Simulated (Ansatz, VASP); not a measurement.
Ta2N: VASP beside Ansatz

```
Ta N
1.0
     5.33787    0.00000    0.00000
    -2.66893    4.62273    0.00000
     0.00000    0.00000    4.68611
Ta N
6 3
Direct
  0.63107 0.63107 0.75260
  0.00000 0.36893 0.75260
  0.36893 0.00000 0.75260
  0.36893 0.36893 0.24740
  0.00000 0.63107 0.24740
  0.63107 0.00000 0.24740
  0.66667 0.33333 0.50000
  0.33333 0.66667 0.50000
  0.00000 0.00000 0.00000
```

Alike in both runs: task single point; functional LDA; k mesh 9 × 9 × 8; occupations gaussian, width 0.15 eV; no spin polarisation.

|  | VASP | Ansatz |
| --- | --- | --- |
| version | VASP 6.6.1 | Ansatz 0.2.0 |
| potentials or method | VASP PAW LDA potentials, release 64 (Ta_pv, N), cutoff 520 eV | scalar-relativistic, plane waves, PAW |
| valence electrons in the cell | 81 | 93 |

|  | VASP | Ansatz | Ansatz less VASP |
| --- | --- | --- | --- |
| gap on the k mesh at the Fermi level (eV) | none | none | - |
| pressure (GPa) | 12.6 | 10.9 | -1.67 |
| traceless stress, the component that is largest in VASP (GPa) | 11.83 | 11.83 | -0.004 |
| rms of the force components (eV/Å) | 2.303 | 2.281 | -0.0221 |

Ansatz warns that its potentials were made for another functional, while VASP's fit it. LDA's correlation is that of Perdew and Zunger in VASP and of Perdew and Wang (1992) in Ansatz. Atom by atom the forces differ by 0.025 eV/Å (rms over components). A gap of «none» marks a metal or a gap that the smearing closes. VASP's potentials hold 81 valence electrons a cell and Ansatz's 93, so a difference there can come from the potentials and not from the codes.

Neither program's run includes spin-orbit coupling.
